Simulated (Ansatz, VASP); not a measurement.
**Two plane-wave programs on TaF3**

```
Ta F
1.0
     4.12392    0.00000    0.00000
     0.00000    4.12392    0.00000
     0.00000    0.00000    4.12392
Ta F
1 3
Direct
  0.00000 0.00000 0.00000
  0.50000 0.00000 0.00000
  0.00000 0.50000 0.00000
  0.00000 0.00000 0.50000
```

Alike in both runs: functional PBE; k mesh 12 × 12 × 12; occupations gaussian, width 0.1 eV; no spin polarisation.

Ansatz relaxed the structure, and its values are those at the end. VASP's run is a single point on that final structure, the one shown.

```csv
,VASP,Ansatz
version,VASP 6.6.1,Ansatz 0.2.0
potentials or method,"VASP PAW PBE potentials, release 64 (Ta_pv, F), cutoff 520 eV","scalar-relativistic, plane waves, PAW"
valence electrons in the cell,32,34
```

|  | VASP | Ansatz | Ansatz less VASP |
| --- | --- | --- | --- |
| gap on the k mesh at the Fermi level (eV) | none | none | - |
| pressure (GPa) | 0.0 | 0.0 | -0.03 |

A gap of «none» marks a metal or a gap that the smearing closes. VASP's potentials hold 32 valence electrons a cell and Ansatz's 34, so a difference there can come from the potentials and not from the codes.

Neither program's run includes spin-orbit coupling.
